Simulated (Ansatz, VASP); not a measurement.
# One calculation of Ga2O3, two programs

```
CELL_PARAMETERS angstrom
2.51718 1.45330 4.52545
-2.51718 1.45330 4.52545
0.00000 -2.90659 4.52545
ATOMIC_POSITIONS crystal
Ga 0.85543 0.85543 0.85543
Ga 0.64457 0.64457 0.64457
Ga 0.14457 0.14457 0.14457
Ga 0.35543 0.35543 0.35543
O 0.75000 0.44637 0.05363
O 0.44637 0.05363 0.75000
O 0.05363 0.75000 0.44637
O 0.25000 0.55363 0.94637
O 0.94637 0.25000 0.55363
O 0.55363 0.94637 0.25000
```

Change from the starting cell: hydrostatic strain +1.0%.

Alike in both runs: task single point; functional PBE; k mesh 6 × 6 × 6; occupations fermi-dirac, width 0.02 eV; no spin polarisation.

|  | VASP | Ansatz |
| --- | --- | --- |
| version | VASP 6.6.1 | Ansatz 0.2.0 |
| potentials or method | VASP PAW PBE potentials, release 64 (Ga_d, O) | plane waves, PAW |
| plane-wave cutoff (eV) | 520 | 420 |
| valence electrons in the cell | 88 | 88 |

```tsv
	VASP	Ansatz	Ansatz less VASP
gap on the k mesh at the Fermi level (eV)	2.53	2.54	+0.008
pressure (GPa)	3.6	2.6	-1.01
traceless stress, the component that is largest in VASP (GPa)	-0.31	-0.23	+0.085
rms of the force components (eV/Å)	0.025	0.021	-0.0040
```

Atom by atom the forces differ by 0.005 eV/Å (rms over components).
